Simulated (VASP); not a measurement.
A run of VASP 6.6.1:

The input INCAR:

```
ALGO = Normal
EDIFF = 1E-6
ENCUT = 600
GGA = PE
GGA_COMPAT = False
ISIF = 2
ISMEAR = 0
LASPH = True
LCHARG = False
LREAL = False
LWAVE = False
NBANDS = 15
NELECT = 15.75
NELM = 120
PREC = Accurate
SIGMA = 0.05
```

The input KPOINTS:

```
k-points
0
Gamma
  12 12 12
```

POSCAR

```
TaN
1.0
    0.0000000000      2.1790000000      2.1790000000
    2.1790000000      0.0000000000      2.1790000000
    2.1790000000      2.1790000000      0.0000000000
Ta N
1 1
Direct
    0.5000000000      0.5000000000      0.5000000000
    0.0000000000      0.0000000000      0.0000000000
```

Potentials or basis: VASP PAW PBE potentials, release 64 (Ta_pv, N).

Run with:

```sh
$ cat potpaw_PBE.64/Ta_pv/POTCAR potpaw_PBE.64/N/POTCAR > POTCAR
$ mpirun -np 1 vasp_std > vasp.out
```

Hardware: 1 thread of Intel(R) Xeon(R) Platinum 8259CL CPU @ 2.50GHz (Skylake/Cascade Lake) (shared host).

Task: Estimate the wall time of this run.

Result: It took 29 s on 1 thread of Intel(R) Xeon(R) Platinum 8259CL CPU @ 2.50GHz (Skylake/Cascade Lake), with other jobs on the host, peak memory 0.18 GiB. Counts: scf iterations 12, k points 72.
